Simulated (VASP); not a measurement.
PbF2 (Fluorocronite), 3 atoms in the cell. The structure is cubic, space group Fm-3m (No. 225). Conventional cell: a = 5.631 Å, b = 5.631 Å, c = 5.631 Å, α = 90.00°, β = 90.00°, γ = 90.00°. Within 3.2 Å of Pb (site symmetry m-3m) lie 8 F at 2.44 Å. Within 3.2 Å of F (site symmetry -43m) lie 4 Pb at 2.44 Å and 6 F at 2.82 Å. 

| Quantity | Value |
| --- | --- |
| Program | VASP 6.6.1 |
| Task | single point |
| Functional | PBE |
| Potentials or basis | VASP PAW PBE potentials, release 64 (Pb_d, F) |
| Cutoff | 520 eV |
| k mesh | 6 × 6 × 6 |
| Occupations | gaussian, width 0.01 eV |
| Spin | no spin polarisation |
| Dipole correction | no |
| Further INCAR settings | ALGO = Normal; EDIFF = 1e-06; NBANDS = 21 |

Potentials or basis: VASP PAW PBE potentials, release 64 (Pb_d, F).

Launch:

```bash
$ cat potpaw_PBE.64/Pb_d/POTCAR potpaw_PBE.64/F/POTCAR > POTCAR
$ mpirun -np 1 vasp_std > vasp.out
```

Hardware: 1 thread of AMD EPYC 9R45 96-Core Processor (Zen 5), on a shared host.

Problem. How long does it take, and how much memory?

Solution. Run time: 9.4 s on 1 thread of AMD EPYC 9R45 96-Core Processor (Zen 5), with other jobs on the host, peak memory 0.14 GiB. Counts: scf iterations 13, k points 16.
